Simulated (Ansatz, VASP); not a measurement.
## One calculation of AlN, two programs

```
CELL_PARAMETERS angstrom
2.18399 -2.18399 0.00000
2.18399 0.00000 -2.18399
10.55611 7.82590 7.82590
ATOMIC_POSITIONS crystal
Al 0.64064 0.64064 0.06247
Al 0.62672 0.62672 0.89580
Al 0.23785 0.23785 0.22913
Al 0.43229 0.43229 0.56247
Al 0.83507 0.83507 0.39580
Al 0.02950 0.02950 0.72913
N 0.48437 0.48437 0.43747
N 0.88716 0.88716 0.27080
N 0.08159 0.08159 0.60413
N 0.27602 0.27602 0.93747
N 0.67881 0.67881 0.77080
N 0.28994 0.28994 0.10413
```

Alike in both runs: task single point; functional r2SCAN; k mesh 8 × 8 × 2; occupations gaussian, width 0.05 eV; no spin polarisation.

|  | VASP | Ansatz |
| --- | --- | --- |
| version | VASP 6.6.1 | Ansatz 0.2.0 |
| potentials or method | VASP PAW PBE potentials, release 64 (Al, N), cutoff 520 eV | scalar-relativistic, plane waves, PAW |
| valence electrons in the cell | 48 | 48 |

Ansatz gave:

```
gap on the k mesh at the Fermi level (eV)                     : 3.24
least direct gap on the mesh (eV)                             : 3.37
pressure (GPa)                                                : 0.0
traceless stress, the component that is largest in VASP (GPa) : 5.54
rms of the force components (eV/Å)                            : 0.406
```

Question: Estimate VASP's values.

Answer: gap on the k mesh at the Fermi level (eV): 3.22; least direct gap on the mesh (eV): 3.36; pressure (GPa): -0.4; traceless stress, the component that is largest in VASP (GPa): 5.55; rms of the force components (eV/Å): 0.404.

VASP's potentials were made for PBE, not for r2SCAN. Atom by atom the forces differ by 0.005 eV/Å (rms over components).
